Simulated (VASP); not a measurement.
LiCl, 2 atoms in the cell. Symmetry: Fm-3m, No. 225, cubic system. The conventional cell has a = 5.130 Å, b = 5.130 Å, c = 5.130 Å, α = 90.00°, β = 90.00°, γ = 90.00°. Within 3.4 Å of Cl (site symmetry m-3m) lie 6 Li at 2.56 Å. Within 3.4 Å of Li (site symmetry m-3m) lie 6 Cl at 2.56 Å. 

- Program: VASP 6.6.1
- Task: elastic constants
- Functional: LDA
- Potentials or basis: VASP PAW LDA potentials, release 64 (Cl, Li_sv)
- Cutoff: 750 eV
- k mesh: 7 × 7 × 7
- Occupations: fermi-dirac, width 0.05 eV
- Spin: no spin polarisation
- Dipole correction: no
- Ions in elastic constants: relaxed
- Further INCAR settings: ALGO = Normal; EDIFF = 1e-08; NBANDS = 12; IBRION = 6; POTIM = 0.015; NSW = 1; ISIF = 3

Potentials or basis: VASP PAW LDA potentials, release 64 (Cl, Li_sv).

Command:

```bash
$ cat potpaw_LDA.64/Cl/POTCAR potpaw_LDA.64/Li_sv/POTCAR > POTCAR
$ mpirun -np 1 vasp_std > vasp.out
```

Hardware: 1 thread of Intel(R) Xeon(R) Platinum 8488C (Sapphire Rapids) (shared host).

**Question.** How long does it take, and how much memory?

**Answer.** Run time: 4.3 min on 1 thread of Intel(R) Xeon(R) Platinum 8488C (Sapphire Rapids), on a shared host, peak memory 0.23 GiB. Counts: scf iterations 152, k points 20.
